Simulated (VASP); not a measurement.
The system is Sr2PbSe3.

```
CELL_PARAMETERS angstrom
4.61027 0.00000 0.00000
-2.30514 3.99261 0.00000
0.00000 0.00000 11.43990
ATOMIC_POSITIONS crystal
Sr 0.33333 0.66667 0.82713
Sr 0.66667 0.33333 0.17286
Pb 0.00000 0.00000 0.50000
Se 0.33333 0.66667 0.34809
Se 0.66667 0.33333 0.65191
Se 0.00000 0.00000 0.00000
```

| Property | Result |
| --- | --- |
| Program | VASP 6.6.1 |
| Task | relaxation of cell and atoms |
| Functional | PBEsol |
| Potentials or basis | VASP PAW PBE potentials, release 64 (Sr_sv, Pb_d, Se) |
| Cutoff | 600 eV |
| k mesh | 6 × 6 × 2 |
| Occupations | fermi-dirac, width 0.03 eV |
| Spin | no spin polarisation |

At the start: pressure -5.5 GPa; volume 35.10 Å³/atom.

Task: Where does the relaxation end?

Result: Over 11 steps the energy falls by 127.2 meV/atom and the volume is 29.52 Å³/atom (-15.9 %); space group P-3m1 (No. 164, to 0.1 Å) before and after.

The path:
| step | energy change (eV) | largest force (eV/Å) | pressure (GPa) | volume (Å³) |
| --- | --- | --- | --- | --- |
| 1 | 0.0000 | 0.4932 | -5.50 | 210.57 |
| 2 | -0.6724 | 0.6676 | 0.62 | 175.94 |
| 3 | -0.6747 | 0.6573 | 0.17 | 177.52 |
| 4 | -0.7118 | 0.4649 | 0.15 | 177.29 |
| 5 | -0.7505 | 0.2768 | 0.17 | 176.71 |
| 6 | -0.7593 | 0.1358 | -0.17 | 177.86 |
| 7 | -0.7608 | 0.0538 | -0.36 | 178.53 |
| 8 | -0.7623 | 0.0554 | 0.22 | 176.37 |
| 9 | -0.7631 | 0.0255 | 0.00 | 177.15 |
| 10 | -0.7633 | 0.0112 | 0.01 | 177.12 |
| 11 | -0.7633 | 0.0056 | 0.01 | 177.10 |

Final structure:
```
Sr Pb Se
1.0
     4.36804    0.00000    0.00000
    -2.18402    3.78283    0.00000
     0.00000    0.00000   10.71780
Sr Pb Se
2 1 3
Direct
  0.33333 0.66667 0.83208
  0.66667 0.33333 0.16792
  0.00000 0.00000 0.50000
  0.33333 0.66667 0.33403
  0.66667 0.33333 0.66597
  0.00000 0.00000 0.00000
```

Caveat: the volume moved by over 15 % at a fixed basis, so the end points are rough; the PAW data sets were made with another functional, which shifts forces and pressure a little.
